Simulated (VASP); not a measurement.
Wanted: the native input for a VASP 6.6.1 run.

```
Task                   : single point
Functional             : PBE
Potentials or basis    : VASP PAW PBE potentials, release 64 (N)
Cutoff                 : 520 eV
k mesh                 : 4 × 4 × 4
Occupations            : gaussian, width 0.1 eV
Spin                   : no spin polarisation
Dipole correction      : no
Further INCAR settings : ALGO = Normal; EDIFF = 1e-06; NBANDS = 30
```

The structure of N lies in POSCAR:

```
N
1.0
    5.8151017200      0.0000000000      0.0000000000
    0.0000000000      5.8151017200      0.0000000000
    0.0000000000      0.0000000000      5.8151017200
N
8
Direct
    0.0639014400      0.0639014400      0.0639014400
    0.4360985600      0.9360985600      0.5639014400
    0.5639014400      0.4360985600      0.9360985600
    0.9360985600      0.5639014400      0.4360985600
    0.9541388600      0.9541388600      0.9541388600
    0.5458611400      0.0458611400      0.4541388600
    0.4541388600      0.5458611400      0.0458611400
    0.0458611400      0.4541388600      0.5458611400
```

These files were run (other wordings do the same):

INCAR

```
SYSTEM = N
PREC = Accurate ; ENCUT = 520
EDIFF = 1E-6 ; ISMEAR = 0
SIGMA = 0.1 ; LREAL = .FALSE.
LASPH = .TRUE. ; NELM = 80
ALGO = Normal ; ISIF = 2
LWAVE = .FALSE. ; LCHARG = .FALSE.
GGA = PE ; NBANDS = 30
```

KPOINTS

```
regular mesh
0
G
  4 4 4
  0 0 0
```

Potentials or basis: VASP PAW PBE potentials, release 64 (N).

The run is started by

```sh
$ cat potpaw_PBE.64/N/POTCAR > POTCAR
$ mpirun -np 1 vasp_std > vasp.out
```

Results of the run:

| Item | Value |
| --- | --- |
| Pressure | 1.4 GPa |
| Largest force | 1.123 eV/Å |
| Band gap on the k mesh | 7.43 eV, indirect (least direct gap 7.44 eV) |

Caveat: the standard files for N, O and F lose accuracy on very short bonds; forces of over 1 eV/Å act on the atoms, so gaps and moduli don't describe the material at rest.

Run time: 62 s on 1 thread of Intel(R) Xeon(R) Platinum 8259CL CPU @ 2.50GHz (Skylake/Cascade Lake) (shared host), peak memory 0.32 GiB.
